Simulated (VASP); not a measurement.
Runs of VASP 6.6.1 on In. The structure is that of space group I4/mmm (No. 139), or close to it. The cells are those of the table. 

```csv
cell,further INCAR settings,gap on the mesh (eV),pressure (GPa)
"a = 3.341 Å, angles 101.5, 101.5, 126.9°, 1 atom",ALGO = Fast; EDIFF = 1e-06; NBANDS = 12,none,-0.3
"a = 3.313 Å, angles 117.3, 117.3, 94.8°, 1 atom",ALGO = Fast; EDIFF = 1e-06; NBANDS = 12,none,-1.7
"a = 3.303 Å, angles 103.5, 103.5, 122.2°, 1 atom",ALGO = Fast; EDIFF = 1e-06; NBANDS = 12,none,-1.1
"a = 3.266 Å, angles 107.3, 107.3, 113.9°, 1 atom",ALGO = Fast; EDIFF = 1e-06; NBANDS = 12,none,-1.4
"a = 3.267 Å, angles 112.1, 112.1, 104.2°, 1 atom",ALGO = Fast; EDIFF = 1e-06; NBANDS = 12,none,-1.4
"a = 3.286 Å, angles 114.7, 114.7, 99.4°, 1 atom",ALGO = Fast; EDIFF = 1e-06; NBANDS = 12,none,-1.7
"a = 3.382 Å, angles 100.0, 100.0, 130.6°, 1 atom",ALGO = Fast; EDIFF = 1e-07; NBANDS = 12,none,1.2
"a = 3.279 Å, angles 105.4, 105.4, 118.0°, 1 atom",ALGO = Fast; EDIFF = 1e-06; NBANDS = 12,none,(a)
```

Alike in all rows: task single point; level PBEsol; potentials or basis VASP PAW PBE potentials, release 64 (In_d); no spin polarisation; k mesh 20 × 20 × 20; cutoff (eV) 520; smearing gaussian 0.15 eV.

**Question.** Fill in the values left out.

**Answer.** (a) -1.3.

Caveats: the PAW data sets were made with another functional, which shifts forces and pressure a little; spin-orbit coupling is left out, which moves the levels of the heavy elements; the stress differs along the axes, from -2 to 8 GPa (at least some runs).

A k mesh can miss the band edges, and the runs leave out spin-orbit coupling on In.

A gap of «none» marks levels without a gap at the run's occupations.
